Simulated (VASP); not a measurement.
Input of a VASP 6.6.1 run:

INCAR

```
ALGO = Normal ; EDIFF = 1E-6
ENCUT = 700 ; GGA = CA
GGA_COMPAT = False ; ISIF = 2
ISMEAR = 0 ; LASPH = True
LCHARG = True ; LELF = True
LREAL = False ; LVHAR = True
LWAVE = False ; NBANDS = 16
NELM = 120 ; PREC = Accurate
SIGMA = 0.15
```

File KPOINTS:

```
k-points
0
Gamma
  18 18 18
```

Contents of POSCAR:

```
TaN
1.0
    0.0000000000      2.1162163817      2.1742693740
    2.1162163817      0.0000000000      2.1742693740
    2.1162163817      2.1162163817      0.0000000000
Ta N
1 1
Direct
    0.4978193580      0.5021806420      0.5021806420
    0.0281703825     -0.0281703825     -0.0281703825
```

Potentials or basis: VASP PAW LDA potentials, release 64 (Ta_sv_GW, N).

Launch:

```sh
$ cat potpaw_LDA.64/Ta_sv_GW/POTCAR potpaw_LDA.64/N/POTCAR > POTCAR
$ mpirun -np 1 vasp_std > vasp.out
```

**Question.** Estimate the band gap on the k mesh.

**Answer.** Zero (bands 9 and 10 overlap by 4.05 eV).

**Question.** What does it give for the largest force?

**Answer.** 1.941 eV/Å.

**Question.** Estimate the pressure.

**Answer.** 29.1 GPa.

Forces on the atoms (eV/Å):
```
Ta  -1.941  0.000  0.000
N    1.941  0.000  0.000
```

Caveat: the cell differs from its parent crystal (atoms displaced along a vibrational mode, the cell strained); the stress differs along the axes, from 10 to 45 GPa; spin-orbit coupling is left out, which moves the levels of the heavy elements; forces of over 1 eV/Å act on the atoms, so gaps and moduli don't describe the material at rest.
